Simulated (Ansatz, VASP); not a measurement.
**Os in VASP and in Ansatz**

```
Os
1.0
     0.00000    1.94791    1.94791
     1.94791    0.00000    1.94791
     1.94791    1.94791    0.00000
Os
1
Direct
  0.00000 0.00000 0.00000
```

Alike in both runs: task single point; functional PBE; k mesh 8 × 8 × 8; occupations gaussian, width 0.05 eV; no spin polarisation.

```csv
,VASP,Ansatz
version,VASP 6.6.1,Ansatz 0.2.0
potentials or method,"VASP PAW PBE potentials, release 64 (Os), cutoff 600 eV","scalar-relativistic, plane waves, PAW"
valence electrons in the cell,8,16
```

```csv
,VASP,Ansatz,Ansatz less VASP
gap on the k mesh at the Fermi level (eV),none,none,-
pressure (GPa),-11.5,-11.3,+0.19
```

A gap of «none» marks a metal or a gap that the smearing closes. With one functional, cell and mesh, what is left measures potentials, basis and numerics. VASP's potentials hold 8 valence electrons a cell and Ansatz's 16, so a difference there can come from the potentials and not from the codes.

Spin-orbit coupling is off throughout.
